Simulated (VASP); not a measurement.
# TiO2 (I4_1/amd) in VASP: further runs

The runs below take TiO2 through single point, with LDA, RPBE, r2SCAN+D4.

All numbers are computed with VASP 6.6.1; they aren't measurements. Logs are shortened: lines on timing, memory, paths and dates and some standing lists are left out, and cuts for length are marked.

### Step 1. The cell of the first run

The structure is tetragonal, space group I4_1/amd (No. 141). Conventional cell: a = 3.739 Å, b = 3.739 Å, c = 9.455 Å, α = 90.00°, β = 90.00°, γ = 90.00°. Ti (site symmetry -4m2) has 6 O at 1.91 to 1.97 Å within 2.5 Å. O (site symmetry 2mm) has 3 Ti at 1.91 to 1.97 Å and 2 O at 2.44 Å within 2.5 Å.

### Step 2. Single point, LDA

Contents of INCAR:

```
PREC     = Accurate       # precision mode
ENCUT    = 600            # plane-wave cutoff, eV
EDIFF    = 1E-6           # SCF threshold, eV
ISMEAR   = 0              # smearing method
SIGMA    = 0.01           # smearing width, eV
LREAL    = F              # projectors in reciprocal space
LASPH    = T              # aspherical terms in the spheres
NELM     = 120            # most SCF steps
ALGO     = Normal         # electronic algorithm
ISIF     = 2              # what is computed and relaxed
LWAVE    = F              # write WAVECAR
LCHARG   = T              # write CHGCAR
GGA      = CA             # functional
LELF     = T              # ELF
LVHAR    = T            
NBANDS   = 33             # bands
GGA_COMPAT= F
```

Contents of KPOINTS:

```
Automatic mesh
0
Gamma
  9 9 9
```

Contents of POSCAR:

```
TiO2
1.0
    5.4167862758      0.0130746983     -0.0000003211
    2.8242632345      4.6222593704     -0.0000003211
   -4.1205245987     -2.3176669464      2.6441334050
Ti O
2 4
Direct
    0.0000000000      0.0000000000      0.0000000000
    0.7500000000      0.2500000000      0.5000000000
    0.2079841267      0.2079841267      0.0000000000
    0.9579841267      0.4579841267      0.5000000000
    0.5420158733      0.0420158733      0.5000000000
    0.7920158733      0.7920158733      0.0000000000
```

Potentials or basis: VASP PAW LDA potentials, release 64 (Ti_sv, O).

The run is started by

```bash
> cat potpaw_LDA.64/Ti_sv/POTCAR potpaw_LDA.64/O/POTCAR > POTCAR
> mpirun -np 1 vasp_std > vasp.out
```

OUTCAR:

```text
PREC = Accurate
   ENCUT = 600
   EDIFF = 1E-6
   ISMEAR = 0
   LREAL = F
   LASPH = T
   NELM = 120
   ISIF = 2
   GGA = CA

 ion  position               nearest neighbor table
   1  0.000  0.000  0.000-   4 1.91   4 1.91   5 1.91   5 1.91   3 1.97   6 1.97
   2  0.750  0.250  0.500-   6 1.91   6 1.91   3 1.91   3 1.91   4 1.97   5 1.97
   3  0.208  0.208  0.000-   2 1.91   2 1.91   1 1.97
   4  0.958  0.458  0.500-   1 1.91   1 1.91   2 1.97
   5  0.542  0.042  0.500-   1 1.91   1 1.91   2 1.97
   6  0.792  0.792  0.000-   2 1.91   2 1.91   1 1.97

  LATTYP: Found a body centered tetragonal cell.
 ALAT       =     3.7393688679
 C/A-ratio  =     2.5285608659

  Lattice vectors:

 A1 = (   5.4167862758,   0.0130746983,  -0.0000003211)
 A2 = (   2.8242632345,   4.6222593704,  -0.0000003211)
 A3 = (  -4.1205245987,  -2.3176669464,   2.6441334050)

Analysis of symmetry for initial positions (statically):
=====================================================================
 Subroutine PRICEL returns:
 Original cell was already a primitive cell.

 Routine SETGRP: Setting up the symmetry group for a
 body centered tetragonal supercell.

 Subroutine GETGRP returns: Found 16 space group operations
 (whereof  8 operations were pure point group operations)
 out of a pool of 16 trial point group operations.

The static configuration has the point symmetry D_2d.
 The point group associated with its full space group is D_4h.

Analysis of symmetry for dynamics (positions and initial velocities):
=====================================================================
 Subroutine PRICEL returns:
 Original cell was already a primitive cell.

 Routine SETGRP: Setting up the symmetry group for a
 body centered tetragonal supercell.

 Subroutine GETGRP returns: Found 16 space group operations
 (whereof  8 operations were pure point group operations)
 out of a pool of 16 trial point group operations.

The dynamic configuration has the point symmetry D_2d.
 The point group associated with its full space group is D_4h.

 Subroutine INISYM returns: Found 16 space group operations
 (whereof  8 operations are pure point group operations),
 and found     1 'primitive' translations

----------------------------------------------------------------------------------------

                                     Primitive cell

  volume of cell :      66.1056

  direct lattice vectors                    reciprocal lattice vectors
     5.416786276  0.013074698 -0.000000321     0.184883991 -0.112966616  0.189097888
     2.824263235  4.622259370 -0.000000321    -0.000522959  0.216663963  0.189097888
    -4.120524599 -2.317666946  2.644133405     0.000000022  0.000000013  0.378195790

  length of vectors
     5.416802055  5.416802055  5.416802055     0.287578785  0.287578785  0.378195790

  position of ions in fractional coordinates (direct lattice)
     0.000000000  0.000000000  0.000000000
     0.750000000  0.250000000  0.500000000
     0.207984127  0.207984127  1.000000000
     0.957984127  0.457984127  0.500000000
     0.542015873  0.042015873  0.500000000
     0.792015873  0.792015873  1.000000000

  ion indices of the primitive-cell ions
   primitive index   ion index
                 1           1
                 2           2
                 3           3
                 4           4
                 5           5
                 6           6

----------------------------------------------------------------------------------------

 KPOINTS: Automatic mesh

Automatic generation of k-mesh.
 Grid dimensions read from file:
 generate k-points for:    9    9    9

 Generating k-lattice:

  Cartesian coordinates                     Fractional coordinates (reciprocal lattice)
     0.020542666 -0.012551846  0.021010876     0.111111111  0.000000000  0.000000000
    -0.000058107  0.024073774  0.021010876     0.000000000  0.111111111 -0.000000000
     0.000000002  0.000000001  0.042021754    -0.000000000 -0.000000000  0.111111111

  Length of vectors
     0.031953198  0.031953198  0.042021754

  Shift w.r.t. Gamma in fractional coordinates (k-lattice)
     0.000000000  0.000000000  0.000000000

 Subroutine IBZKPT returns following result:
 ===========================================

 Found     75 irreducible k-points:

 Following reciprocal coordinates:
            Coordinates               Weight
  0.000000  0.000000  0.000000      1.000000
  0.111111  0.000000 -0.000000      8.000000
  0.222222  0.000000 -0.000000      8.000000
  0.333333  0.000000 -0.000000      8.000000
  0.444444  0.000000 -0.000000      8.000000
  0.111111  0.111111 -0.000000      8.000000
[... 16 lines left out ...]
 -0.333333  0.333333 -0.000000      4.000000
  0.444444  0.444444 -0.000000      8.000000
 [... further k-points ...]
   k-points           NKPTS =     75   k-points in BZ     NKDIM =     75   number of bands    NBANDS=     33
   number of dos      NEDOS =    301   number of ions     NIONS =      6
   total plane-waves  NPLWV = 110592
   dimension x,y,z NGX =    48 NGY =   48 NGZ =   48
   dimension x,y,z NGXF=    96 NGYF=   96 NGZF=   96
   ions per type =               2   4
   NGX,Y,Z   is equivalent  to a cutoff of  14.73, 14.73, 14.73 a.u.
   NGXF,Y,Z  is equivalent  to a cutoff of  29.46, 29.46, 29.46 a.u.
 SYSTEM =  unknown system
   PREC   = accura    normal or accurate (medium, high low for compatibility)
   ISTART =      0    job   : 0-new  1-cont  2-samecut
   ICHARG =      2    charge: 1-file 2-atom 10-const
   ISPIN  =      1    spin polarized calculation?
   LNONCOLLINEAR =      F non collinear calculations
   LSORBIT =      F    spin-orbit coupling
   LASPH  =      T    aspherical Exc in radial PAW
   ENCUT  =  600.0 eV  44.10 Ry    6.64 a.u.  10.82 10.82 10.82*2*pi/ulx,y,z
   NELM   =    120;   NELMIN=  2; NELMDL= -5     # of ELM steps
   EDIFF  = 0.1E-05   stopping-criterion for ELM
   LREAL  =      F    real-space projection
   EDIFFG = 0.1E-04   stopping-criterion for IOM
   NSW    =      0    number of steps for IOM
   IBRION =     -1    ionic relax: 0-MD 1-quasi-New 2-CG
   NFREE  =      0    steps in history (QN), initial steepest desc. (CG)
   ISIF   =      2    stress and relaxation
   ISYM   =      2    0-nonsym 1-usesym 2-fastsym
   POTIM  = 0.5000    time-step for ionic-motion
   TEBEG  =    0.0;   TEEND  =   0.0 temperature during run
   PSTRESS=    0.0 pullay stress
   NELECT =      48.0000    total number of electrons
   NUPDOWN=      -1.0000    fix difference up-down
   EMIN   =  10.00;   EMAX   =-10.00  energy-range for DOS
   EFERMI =   0.00;   METHOD = LEGACY
   ISMEAR =     0;   SIGMA  =   0.01  broadening in eV -4-tet -1-fermi 0-gaus
   EFERMI_NEDOS =   21; number of points for ismear=-14 and -15
   IALGO  =     38    algorithm
   IMIX   =      4    mixing-type and parameters
     AMIX     =   0.40;   BMIX     =  1.00
     AMIX_MAG =   1.60;   BMIX_MAG =  1.00
  volume/ion in A,a.u.               =      11.02        74.35
  Fermi-wavevector in a.u.,A,eV,Ry     =   1.471440  2.780618 29.458446  2.165135
  Thomas-Fermi vector in A             =   2.586575
   LORBIT       =      0    0 simple, 1 ext, 2 COOP (PROOUT), +10 PAW based schemes
   GGA     = CA    functional components
   LHFCALC =     F    Hartree Fock is set to
   AEXX    =    0.0000 exact exchange contribution
   IVDW    =     0    specifies the selected vdW correction
   LEPSILON=     F    determine dielectric tensor
   LRPA    =     F    only Hartree local field effects (RPA)
 non-spin polarized calculation
 Gauss-broadening in eV      SIGMA  =   0.01
  energy-cutoff  :      600.00
  volume of cell :       66.11
 maximum number of plane-waves:      2238
 NGX is ok and might be reduce to    48
   NGX = 21   NGY = 21   NGZ = 21

 number of electron      47.9999997 magnetization

 Free energy of the ion-electron system (eV)
  ---------------------------------------------------
  ext. energy  EPLUGINS =         0.00000000
  ---------------------------------------------------
  free energy    TOTEN  =       -58.84504993 eV

  energy without entropy =      -58.84504993  energy(sigma->0) =      -58.84504993

 E-fermi :   3.4561     XC(G=0): -11.4962

 val. band max:        3.3842586628   @ k =  -0.4444   0.4444  -0.0000
 cond. band min:       5.4423964539   @ k =   0.0000   0.0000   0.0000
 fundamental gap:      2.0581377911
 Fermi energy:         3.4561234203

 k-point     1 :       0.0000    0.0000    0.0000
  band No.  band energies     occupation
      1     -52.1702      2.00000
      2     -52.0963      2.00000
      3     -29.0979      2.00000
      4     -28.8195      2.00000
      5     -28.8195      2.00000
      6     -28.7366      2.00000
[... 25 lines left out ...]
     32       8.9679      0.00000
     33       9.0056      0.00000

 k-point     2 :       0.1111    0.0000   -0.0000
  band No.  band energies     occupation
      1     -52.1682      2.00000
      2     -52.0977      2.00000
      3     -29.0939      2.00000
      4     -28.8383      2.00000
      5     -28.8209      2.00000
      6     -28.7445      2.00000
[... 25 lines left out ...]
     32       9.0786      0.00000
     33       9.3515      0.00000

 k-point     3 :       0.2222    0.0000   -0.0000
  band No.  band energies     occupation
      1     -52.1627      2.00000
      2     -52.1014      2.00000
      3     -29.0840      2.00000
      4     -28.8837      2.00000
      5     -28.8241      2.00000
      6     -28.7617      2.00000
[... 25 lines left out ...]
     32       9.4457      0.00000
     33       9.8137      0.00000

 k-point     4 :       0.3333    0.0000   -0.0000
  band No.  band energies     occupation
      1     -52.1555      2.00000
      2     -52.1067      2.00000
      3     -29.0731      2.00000
      4     -28.9345      2.00000
      5     -28.8272      2.00000
      6     -28.7753      2.00000
[... 673 lines left out ...]
     32      10.3955      0.00000
     33      10.8638      0.00000

 k-point    23 :      -0.3333    0.3333   -0.0000
  band No.  band energies     occupation
      1     -52.1473      2.00000
      2     -52.1104      2.00000
      3     -29.0845      2.00000
      4     -28.9745      2.00000
      5     -28.8728      2.00000
      6     -28.8348      2.00000
[... 25 lines left out ...]
     32      10.5228      0.00000
     33      10.6794      0.00000

 k-point    24 :       0.4444    0.4444   -0.0000
  band No.  band energies     occupation
      1     -52.1287      2.00000
      2     -52.1265      2.00000
      3     -29.0500      2.00000
      4     -29.0456      2.00000
      5     -28.8784      2.00000
      6     -28.8725      2.00000
[... 25 lines left out ...]
     32      10.1631      0.00000
     33      11.1367      0.00000

 [... further k-points ...]

------------------------ aborting loop because EDIFF is reached ----------------------------------------

  FORCE on cell =-STRESS in cart. coord.  units (eV):
  Direction    XX          YY          ZZ          XY          YZ          ZX
  --------------------------------------------------------------------------------------
  -------------------------------------------------------------------------------------
  Total        0.4219961      0.4256377      0.4273229     -0.0029962      0.0000000      0.0000000
  in kB       10.2277626     10.3160228     10.3568680     -0.0726178      0.0000000      0.0000000
  external PRESSURE =      10.3002178 kB  Pullay stress =       0.0000000 kB

 VOLUME and BASIS-vectors are now :
 -----------------------------------------------------------------------------
  energy-cutoff  :      600.00
  volume of cell :       66.11
      direct lattice vectors                 reciprocal lattice vectors
     5.416786276  0.013074698 -0.000000321     0.184883991 -0.112966616  0.189097888
     2.824263235  4.622259370 -0.000000321    -0.000522959  0.216663963  0.189097888
    -4.120524599 -2.317666946  2.644133405     0.000000022  0.000000013  0.378195790

 POSITION                                       TOTAL-FORCE (eV/Angst)
 -----------------------------------------------------------------------------------
      0.00000      0.00000      0.00000         0.000000      0.000000     -0.000000
      2.70839      0.00654      1.32207         0.000000      0.000000     -0.000000
      1.71401      0.96408     -0.00000         0.028456      0.016006     -0.000000
      4.42240      0.97061      1.32207         0.028456      0.016006     -0.000000
      0.99439     -0.95754      1.32207        -0.028456     -0.016006      0.000000
      6.52704      3.67126     -0.00000        -0.028456     -0.016006      0.000000
 -----------------------------------------------------------------------------------
    total drift:                                0.000000     -0.000000     -0.000000

  FREE ENERGIE OF THE ION-ELECTRON SYSTEM (eV)
  ---------------------------------------------------
  free  energy   TOTEN  =       -58.8450499290 eV

  energy  without entropy=      -58.8450499290  energy(sigma->0) =      -58.84504993
```

Wall time 16 min (1 thread of Intel Xeon 8259CL, shared host); peak memory 0.35 GiB.

What came out:

- Free energy: -58.8450 eV
- Pressure: 1.0 GPa
- Largest force: 0.033 eV/Å
- Band gap on the k mesh: 2.06 eV (least direct gap 2.42 eV)

Forces in eV/Å, atoms in the order of the input:
```
Ti   0.000  0.000  0.000
Ti   0.000  0.000  0.000
O    0.028  0.016  0.000
O    0.028  0.016  0.000
O   -0.028 -0.016  0.000
O   -0.028 -0.016  0.000
```

Levels at points of the mesh, in eV from the valence-band top:
```csv
k point,band 22,band 23,band 24,band 25,band 26,band 27
"(0.00, 0.00, 0.00)",-0.77,-0.52,-0.52,2.06,2.86,4.09
```

Caveat: an odd mesh through Γ misses points on the zone boundary, where band edges can lie.

(Continued in part 2 of 2.)
